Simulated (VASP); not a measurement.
Input of a VASP 6.6.1 run:

File INCAR:

```
ALGO = Normal
EDIFF = 1E-6
ENCUT = 520
GGA = PE
ISIF = 2
ISMEAR = 0
ISPIN = 2
LASPH = T
LCHARG = F
LDAU = T
LDAUJ = 0 0
LDAUL = 2 -1
LDAUPRINT = 1
LDAUTYPE = 2
LDAUU = 8 0
LMAXMIX = 4
LORBIT = 11
LREAL = F
LWAVE = F
MAGMOM = 4 0 0
NBANDS = 25
NELM = 150
PREC = Accurate
SIGMA = 0.05
```

The input KPOINTS:

```
k-points
0
Gamma
  8 8 4
```

The input POSCAR:

```
RuF2
1.0
    2.8654132000      0.0000000000      0.0000000000
   -1.4327066000      2.4815206200      0.0000000000
    0.0000000000      0.0000000000      4.6225062000
Ru F
1 2
Direct
    0.0000000000      0.0000000000      0.0000000000
    0.3333333333      0.6666666667      0.2520000000
    0.6666666667      0.3333333333      0.7480000000
```

Potentials or basis: VASP PAW PBE potentials, release 64 (Ru_pv, F).

Command:

```bash
$ cat potpaw_PBE.64/Ru_pv/POTCAR potpaw_PBE.64/F/POTCAR > POTCAR
$ mpirun -np 1 vasp_std > vasp.out
```

Problem. Estimate the net moment.

Solution. 4.00 μB per cell.

Problem. Estimate the site moments.

Solution. Ru +3.64; F +0.17 μB.

Stress tensor (GPa, compression positive):
```
79.25  0.00  0.00
 0.00 79.25  0.00
 0.00  0.00 65.97
```

 The state reached can hang on the start; a lower one may exist.
